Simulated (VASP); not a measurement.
**C: single point with HSE06**

The system is C.

```
C
1.0
    14.00000    0.00000    0.00000
     0.00000   14.40000    0.00000
     0.00000    0.00000   14.80000
C
1
Direct
  0.50000 0.50000 0.50000
```

```
Program             : VASP 6.6.1
Task                : single point
Functional          : HSE06
Potentials or basis : VASP PAW PBE potentials, release 64 (C)
Cutoff              : 520 eV
k mesh              : 1 × 1 × 1
Occupations         : fermi-dirac, width 0.01 eV
Spin                : collinear spin
Starting moments    : [2.0] μB
```

* Pressure: 0.0 GPa
* Band gap on the k mesh: 2.81 eV
* Net moment: 2.00 μB per cell
* Site moments: C +0.99 μB
* Valence electrons inside the program's atomic spheres: C 2.01

Levels at points of the mesh, in eV from the valence-band top:
Spin up:
```
           k point  band 1  band 2  band 3  band 4  band 5  band 6  band 7
(0.00, 0.00, 0.00)   -8.96    0.00    0.00    2.81    6.96    7.58    7.72
```
Spin down:
| k point | band 1 | band 2 | band 3 | band 4 |
| --- | --- | --- | --- | --- |
| (0.00, 0.00, 0.00) | -5.61 | 3.68 | 5.20 | 5.20 |

It took 55 min on 1 thread of Intel(R) Xeon(R) Platinum 8259CL CPU @ 2.50GHz (Skylake/Cascade Lake), with other jobs on the host, peak memory 2.8 GiB.

Caveat: the PAW data sets were made with another functional, which shifts forces and pressure a little.
